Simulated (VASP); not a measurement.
# Si16Ge (a cell with a defect) in VASP: notebook, part 3 of 3

VASP 6.6.1.

### 5 Single point, PBEsol

Contents of INCAR:

```
ALGO = Normal ; EDIFF = 1E-6
ENCUT = 520 ; GGA = PS
ISIF = 2 ; ISMEAR = -1
LASPH = True ; LCHARG = False
LREAL = Auto ; LWAVE = False
NBANDS = 53 ; NELM = 80
PREC = Accurate ; SIGMA = 0.05
```

Contents of KPOINTS:

```
k-points
0
Gamma
  2 2 2
```

Contents of POSCAR:

```
Si16Ge
1.0
    0.0000000000      5.4300000000      5.4300000000
    5.4300000000      0.0000000000      5.4300000000
    5.4300000000      5.4300000000      0.0000000000
Si Ge
16 1
Direct
    0.0124796501      0.0131575506     -0.0387512891
    0.1158491713      0.1169311234      0.1174941068
   -0.0049563536     -0.0037195212      0.4975174954
    0.1340161142      0.1349560773      0.5959558932
   -0.0158284530      0.5061465009      0.0034428177
    0.1156926335      0.6497581952      0.1175283610
   -0.0050708103      0.5110444751      0.4975616022
    0.1174344383      0.6249657459      0.6324441989
    0.5053000000     -0.0150064457      0.0035784530
    0.6493709024      0.1163202578      0.1177338858
    0.5100672192     -0.0041222836      0.4978766114
    0.6237328729      0.1187472376      0.6326337937
    0.5052602210      0.5059867403      0.0035959484
    0.6152279006      0.6160912523      0.1524188766
    0.4906418048      0.4919313076      0.5251342541
    0.6236304788      0.6245910681      0.6326728361
    0.2655462247      0.2661114180      1.2022924494
```

Potentials or basis: VASP PAW PBE potentials, release 64 (Si, Ge_d).

On the command line:

```sh
$ cat potpaw_PBE.64/Si/POTCAR potpaw_PBE.64/Ge_d/POTCAR > POTCAR
$ mpirun -np 1 vasp_std > vasp.out
```

OUTCAR:

```text
EDIFF = 1E-6
   ENCUT = 520
   GGA = PS
   ISIF = 2
   ISMEAR = -1
   LASPH = True
   LREAL = Auto
   NELM = 80
   PREC = Accurate

 ion  position               nearest neighbor table
   1  0.012  0.013  0.961-  10 2.29   2 2.29   4 2.29   6 2.29
   2  0.116  0.117  0.117-   1 2.29   3 2.38  17 2.42   5 2.44   9 2.44
   3  0.995  0.996  0.498-   8 2.33  12 2.33   4 2.36   2 2.38  17 2.94
   4  0.134  0.135  0.596-   1 2.29  11 2.36   3 2.36   7 2.36  17 2.47
   5  0.984  0.506  0.003-  14 2.32   8 2.33   2 2.44   6 2.44  17 2.63
   6  0.116  0.650  0.118-   1 2.29   7 2.38  17 2.42   5 2.44  13 2.45
   7  0.995  0.511  0.498-   8 2.33  16 2.33   4 2.36   6 2.38  17 2.94
   8  0.117  0.625  0.632-   5 2.33   7 2.33   3 2.33  15 2.34
   9  0.505  0.985  0.004-  14 2.32  12 2.33   2 2.44  10 2.45  17 2.62
  10  0.649  0.116  0.118-   1 2.29  11 2.38  17 2.42   9 2.45  13 2.45
  11  0.510  0.996  0.498-  16 2.33  12 2.33   4 2.36  10 2.38  17 2.94
  12  0.624  0.119  0.633-   9 2.33  11 2.33   3 2.33  15 2.34
  13  0.505  0.506  0.004-  14 2.32  16 2.33   6 2.45  10 2.45  17 2.62
  14  0.615  0.616  0.152-  13 2.32   9 2.32   5 2.32  15 2.34
  15  0.491  0.492  0.525-  14 2.34  12 2.34  16 2.34   8 2.34
  16  0.624  0.625  0.633-  13 2.33  11 2.33   7 2.33  15 2.34
  17  0.266  0.266  0.202-   6 2.42   2 2.42  10 2.42   4 2.47  13 2.62   9 2.62   5 2.63  11 2.94
                             7 2.94   3 2.94

  LATTYP: Found a face centered cubic cell.
 ALAT       =    10.8600000000

  Lattice vectors:

 A1 = (   0.0000000000,   5.4300000000,   5.4300000000)
 A2 = (   5.4300000000,   0.0000000000,   5.4300000000)
 A3 = (   5.4300000000,   5.4300000000,   0.0000000000)

Analysis of symmetry for initial positions (statically):
=====================================================================
 Subroutine PRICEL returns:
 Original cell was already a primitive cell.

 Routine SETGRP: Setting up the symmetry group for a
 face centered cubic supercell.

 Subroutine GETGRP returns: Found  1 space group operations
 (whereof  1 operations were pure point group operations)
 out of a pool of 48 trial point group operations.

The static configuration has the point symmetry C_1 .

Analysis of symmetry for dynamics (positions and initial velocities):
=====================================================================
 Subroutine PRICEL returns:
 Original cell was already a primitive cell.

 Routine SETGRP: Setting up the symmetry group for a
 face centered cubic supercell.

 Subroutine GETGRP returns: Found  1 space group operations
 (whereof  1 operations were pure point group operations)
 out of a pool of 48 trial point group operations.

The dynamic configuration has the point symmetry C_1 .

 Subroutine INISYM returns: Found  1 space group operations
 (whereof  1 operations are pure point group operations),
 and found     1 'primitive' translations

----------------------------------------------------------------------------------------

                                     Primitive cell

  volume of cell :     320.2060

  direct lattice vectors                    reciprocal lattice vectors
[... 75 lines left out ...]
  0.500000  0.000000  0.000000      1.000000
  0.000000  0.500000  0.000000      1.000000
  0.000000  0.000000  0.500000      1.000000
  0.500000  0.500000  0.500000      1.000000
  0.500000  0.500000  0.000000      1.000000
  0.000000  0.500000  0.500000      1.000000
  0.500000  0.000000  0.500000      1.000000
   k-points           NKPTS =      8   k-points in BZ     NKDIM =      8   number of bands    NBANDS=     53
   number of dos      NEDOS =    301   number of ions     NIONS =     17
   total plane-waves  NPLWV = 216000
   dimension x,y,z NGX =    60 NGY =   60 NGZ =   60
   dimension x,y,z NGXF=   120 NGYF=  120 NGZF=  120
   ions per type =              16   1
   NGX,Y,Z   is equivalent  to a cutoff of  12.99, 12.99, 12.99 a.u.
   NGXF,Y,Z  is equivalent  to a cutoff of  25.98, 25.98, 25.98 a.u.
 SYSTEM =  unknown system
   PREC   = accura    normal or accurate (medium, high low for compatibility)
   ISTART =      0    job   : 0-new  1-cont  2-samecut
   ICHARG =      2    charge: 1-file 2-atom 10-const
   ISPIN  =      1    spin polarized calculation?
   LNONCOLLINEAR =      F non collinear calculations
   LSORBIT =      F    spin-orbit coupling
   LASPH  =      T    aspherical Exc in radial PAW
   ENCUT  =  520.0 eV  38.22 Ry    6.18 a.u.  14.28 14.28 14.28*2*pi/ulx,y,z
   NELM   =     80;   NELMIN=  2; NELMDL= -5     # of ELM steps
   EDIFF  = 0.1E-05   stopping-criterion for ELM
   LREAL  =      T    real-space projection
   EDIFFG = 0.1E-04   stopping-criterion for IOM
   NSW    =      0    number of steps for IOM
   IBRION =     -1    ionic relax: 0-MD 1-quasi-New 2-CG
   NFREE  =      0    steps in history (QN), initial steepest desc. (CG)
   ISIF   =      2    stress and relaxation
   ISYM   =      2    0-nonsym 1-usesym 2-fastsym
   POTIM  = 0.5000    time-step for ionic-motion
   TEBEG  =    0.0;   TEEND  =   0.0 temperature during run
   PSTRESS=    0.0 pullay stress
   NELECT =      78.0000    total number of electrons
   NUPDOWN=      -1.0000    fix difference up-down
   EMIN   =  10.00;   EMAX   =-10.00  energy-range for DOS
   EFERMI =   0.00;   METHOD = LEGACY
   ISMEAR =    -1;   SIGMA  =   0.05  broadening in eV -4-tet -1-fermi 0-gaus
   EFERMI_NEDOS =   21; number of points for ismear=-14 and -15
   IALGO  =     38    algorithm
   IMIX   =      4    mixing-type and parameters
     AMIX     =   0.40;   BMIX     =  1.00
     AMIX_MAG =   1.60;   BMIX_MAG =  1.00
  volume/ion in A,a.u.               =      18.84       127.11
  Fermi-wavevector in a.u.,A,eV,Ry     =   1.022421  1.932096 14.222785  1.045345
  Thomas-Fermi vector in A             =   2.156100
   LORBIT       =      0    0 simple, 1 ext, 2 COOP (PROOUT), +10 PAW based schemes
   GGA     = PS    functional components
   LHFCALC =     F    Hartree Fock is set to
   AEXX    =    0.0000 exact exchange contribution
   IVDW    =     0    specifies the selected vdW correction
   LEPSILON=     F    determine dielectric tensor
   LRPA    =     F    only Hartree local field effects (RPA)
 non-spin polarized calculation
  energy-cutoff  :      520.00
  volume of cell :      320.21
 maximum number of plane-waves:      8646
 NGX is ok and might be reduce to    60
   NGX = 29   NGY = 29   NGZ = 29

 number of electron      77.9999999 magnetization

 Free energy of the ion-electron system (eV)
  ---------------------------------------------------
  ext. energy  EPLUGINS =         0.00000000
  ---------------------------------------------------
  free energy    TOTEN  =       -92.70091503 eV

  energy without entropy =      -92.65902666  energy(sigma->0) =      -92.67997084

 E-fermi :   6.7658     XC(G=0):  -9.8892

 val. band max:        6.6206665195   @ k =   0.0000   0.0000   0.0000
 cond. band min:       6.8030178689   @ k =   0.0000   0.0000   0.0000
 fundamental gap:      0.1823513494
 Fermi energy:         6.7657616375

 k-point     1 :       0.0000    0.0000    0.0000
  band No.  band energies     occupation
      1     -18.2422      2.00000
      2     -18.2392      2.00000
      3     -18.2389      2.00000
      4     -18.2250      2.00000
      5     -18.2248      2.00000
      6      -6.5810      2.00000
[... 421 lines left out ...]
     50      10.2110      0.00000
     51      10.3190      0.00000
 [bands above 51 left out]

------------------------ aborting loop because EDIFF is reached ----------------------------------------

  FORCE on cell =-STRESS in cart. coord.  units (eV):
  Direction    XX          YY          ZZ          XY          YZ          ZX
  --------------------------------------------------------------------------------------
  -------------------------------------------------------------------------------------
  Total        8.9277011      8.9121051      8.9313480     -0.3844950      0.3880272      0.3795708
  in kB       44.6704923     44.5924567     44.6887398     -1.9238525      1.9415265      1.8992142
  external PRESSURE =      44.6505629 kB  Pullay stress =       0.0000000 kB

 VOLUME and BASIS-vectors are now :
 -----------------------------------------------------------------------------
  energy-cutoff  :      520.00
  volume of cell :      320.21
      direct lattice vectors                 reciprocal lattice vectors
     0.000000000  5.430000000  5.430000000    -0.092081031  0.092081031  0.092081031
     5.430000000  0.000000000  5.430000000     0.092081031 -0.092081031  0.092081031
     5.430000000  5.430000000  0.000000000     0.092081031  0.092081031 -0.092081031

 POSITION                                       TOTAL-FORCE (eV/Angst)
 -----------------------------------------------------------------------------------
      5.29103      5.28735      0.13921         0.055366      0.070741     -0.055849
      1.27293      1.26705      1.26400         0.005768      0.009221      0.081624
      8.11132      8.10461     10.81289         0.006244      0.004935      0.026002
      3.96885      3.96375      1.46052         0.080875      0.079411     -0.081122
      2.76707      5.36275      8.09243        -0.026271     -0.021501      0.025996
      4.16637      1.26639      4.15640        -0.082958      0.010325     -0.005696
[... 9 lines left out ...]
      6.82694      6.82173      6.77784        -0.022952     -0.023339      0.025062
      2.54343      2.54036      2.88690         0.153538      0.164183     -0.154516
 -----------------------------------------------------------------------------------
    total drift:                               -0.003908      0.002824      0.005473

  FREE ENERGIE OF THE ION-ELECTRON SYSTEM (eV)
  ---------------------------------------------------
  free  energy   TOTEN  =       -92.7009150294 eV

  energy  without entropy=      -92.6590266596  energy(sigma->0) =      -92.67997084
```

Run time: 7.5 min. Hardware: 1 thread of Intel Xeon 8259CL, shared host; peak memory 0.5 GiB.

What came out:

```
Free energy            : -92.7009 eV
Pressure               : 4.5 GPa
Largest force          : 0.273 eV/Å
Band gap on the k mesh : zero (bands 39 and 40 overlap by 0.22 eV)
```

Forces on the atoms (eV/Å):
```
Si   0.055  0.071 -0.056
Si   0.006  0.009  0.082
Si   0.006  0.005  0.026
Si   0.081  0.079 -0.081
Si  -0.026 -0.022  0.026
Si  -0.083  0.010 -0.006
Si  -0.026  0.005 -0.006
Si  -0.024 -0.021  0.024
Si  -0.016 -0.026  0.030
Si   0.027 -0.102 -0.027
Si   0.001 -0.029 -0.001
Si  -0.025 -0.023  0.022
Si  -0.030 -0.026  0.015
Si  -0.037 -0.035  0.037
Si  -0.041 -0.036  0.043
Si  -0.023 -0.023  0.025
Ge   0.154  0.164 -0.155
```

Caveat: the k points lie up to 0.50 Å⁻¹ apart; the PAW data sets were made with another functional, which shifts forces and pressure a little.
